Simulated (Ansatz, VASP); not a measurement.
## One calculation of InAs, two programs

POSCAR

```
InAs
1.0
    0.0000000000      3.8951858583      3.8951858583
    3.8951858583      0.0000000000      3.8951858583
    3.8951858583      3.8951858583      0.0000000000
In As
2 2
Direct
    0.5000000000      0.5000000000      0.5000000000
    0.7500000000      0.7500000000      0.7500000000
    0.0000000000      0.0000000000      0.0000000000
    0.2500000000      0.2500000000      0.2500000000
```

INCAR.step1

```
SYSTEM = InAs
PREC = Accurate
ENCUT = 520
ISMEAR = 0
SIGMA = 0.1
LREAL = .FALSE.
LASPH = .TRUE.
NELM = 80
NBANDS = 26
GGA = PE
ALGO = Normal
EDIFF = 1E-4
LWAVE = .TRUE.
LCHARG = .FALSE.
```

INCAR.step2

```
SYSTEM = InAs
PREC = Accurate
ENCUT = 520
EDIFF = 1E-6
ISMEAR = 0
SIGMA = 0.1
LREAL = .FALSE.
LASPH = .TRUE.
NELM = 80
ALGO = Normal
ISIF = 2
LWAVE = .FALSE.
LCHARG = .TRUE.
METAGGA = R2SCAN
LMIXTAU = .TRUE.
LELF = .TRUE.
LVHAR = .TRUE.
NBANDS = 26
ISTART = 1
```

The input KPOINTS:

```
Automatic mesh
0
G
  4 4 4
  0 0 0
```

Input for Ansatz:

```yaml
crystal:
  lattice:
    - [0.0, 3.8951858583, 3.8951858583]
    - [3.8951858583, 0.0, 3.8951858583]
    - [3.8951858583, 3.8951858583, 0.0]
  atoms:
    - { symbol: In, position: [0.5, 0.5, 0.5] }
    - { symbol: In, position: [0.75, 0.75, 0.75] }
    - { symbol: As, position: [0.0, 0.0, 0.0] }
    - { symbol: As, position: [0.25, 0.25, 0.25] }
basis:
  ecutwfc: 500
kpoints:
  mp_grid: { grid: [4, 4, 4] }
hamiltonian:
  xc: r2scan
scf:
  occupations: { method: gaussian, width: 0.1 }
  lower_state_search: "off"
output:
  forces: true
  stress: true
  eigenvalues: true
```

Alike in both runs: task single point; functional r2SCAN; k mesh 4 × 4 × 4; occupations gaussian, width 0.1 eV; no spin polarisation.

```csv
,VASP,Ansatz
version,VASP 6.6.1,Ansatz 0.2.0
potentials or method,"VASP PAW PBE potentials, release 64 (In_d, As), cutoff 520 eV","scalar-relativistic, plane waves, PAW"
valence electrons in the cell,36,56
```

|  | VASP | Ansatz | Ansatz less VASP |
| --- | --- | --- | --- |
| gap on the k mesh at the Fermi level (eV) | none | none | - |
| pressure (GPa) | -8.6 | -8.6 | +0.02 |

VASP's potentials were made for PBE, not for r2SCAN. A gap of «none» marks a metal or a gap that the smearing closes. VASP's potentials hold 36 valence electrons a cell and Ansatz's 56, so a difference there can come from the potentials and not from the codes.
